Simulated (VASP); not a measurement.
Write the native input for VASP 6.6.1 that does the following.

* Task: single point
* Functional: PBE
* Potentials or basis: VASP PAW PBE potentials, release 64 (Li_sv, Be)
* Cutoff: 750 eV
* k mesh: 5 × 5 × 3
* Occupations: gaussian, width 0.2 eV
* Spin: no spin polarisation
* Dipole correction: no
* Further INCAR settings: ALGO = Normal; EDIFF = 1e-06; NBANDS = 14

The structure of LiBe4 lies in POSCAR:

```
LiBe4
1.0
    2.3549644038     -3.0485649392      0.0000000000
    2.3549644038      3.0485649392      0.0000000000
    0.0000000000      0.0000000000      3.9388561244
Li Be
1 4
Direct
    0.5000000000      0.5000000000      0.0000000000
    0.0000000000      0.0000000000      0.0000000000
    0.0000000000      0.5000000000      0.5001179889
    0.5000000000      0.0000000000      0.4998820111
    0.5000000000      0.5000000000      0.5000000000
```

The input as run:

INCAR

```
SYSTEM = LiBe4
ALGO = Normal
EDIFF = 1E-6
ENCUT = 750
GGA = PE
GGA_COMPAT = .False.
ISIF = 2
ISMEAR = 0
LASPH = .True.
LCHARG = .False.
LREAL = .False.
LWAVE = .False.
NBANDS = 14
NELM = 120
PREC = Accurate
SIGMA = 0.2
```

KPOINTS

```
k-points
0
Gamma
  5 5 3
  0 0 0
```

Potentials or basis: VASP PAW PBE potentials, release 64 (Li_sv, Be).

Command:

```sh
$ cat potpaw_PBE.64/Li_sv/POTCAR potpaw_PBE.64/Be/POTCAR > POTCAR
$ mpirun -np 1 vasp_std > vasp.out
```

Results of the run:

```yaml
Pressure: 0.2 GPa
```

Caveat: the k points lie up to 0.53 Å⁻¹ apart.

Run time: 36 s on 1 thread of Intel Xeon 8259CL (shared host), peak memory 0.2 GiB.
